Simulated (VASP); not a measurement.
A run of VASP 6.6.1 is set up as follows.

The input INCAR:

```
SYSTEM = Si
ALGO = Normal
EDIFF = 1E-6
ENCUT = 520
ISIF = 2
ISMEAR = -1
LASPH = .TRUE.
LCHARG = .FALSE.
LREAL = .FALSE.
LWAVE = .FALSE.
NBANDS = 11
NELM = 100
PREC = Accurate
SIGMA = 0.08
```

Contents of KPOINTS:

```
k-points
0
G
  11 11 11
  0 0 0
```

Contents of POSCAR:

```
Si
1.0
    0.0000000000      2.7154700000      2.6611606000
    2.7154700000      0.0000000000      2.6611606000
    2.7154700000      2.7154700000      0.0000000000
Si
2
Direct
    0.5000000000      0.5000000000      0.5000000000
    0.7500000000      0.7500000000      0.7500000000
```

Potentials or basis: VASP PAW LDA potentials, release 64 (Si).

Launch:

```sh
$ cat potpaw_LDA.64/Si/POTCAR > POTCAR
$ mpirun -np 1 vasp_std > vasp.out
```

Q: Predict the band gap on the k mesh.

A: 0.25 eV, indirect (least direct gap 2.39 eV).

Q: Estimate the pressure.

A: 0.4 GPa.

Stress tensor (GPa, compression positive):
```
-0.18  0.00  0.00
 0.00 -0.18  0.00
 0.00  0.00  1.66
```

Caveat: the cell differs from its parent crystal (zz strain of -2 %). A k mesh can miss the band edges.
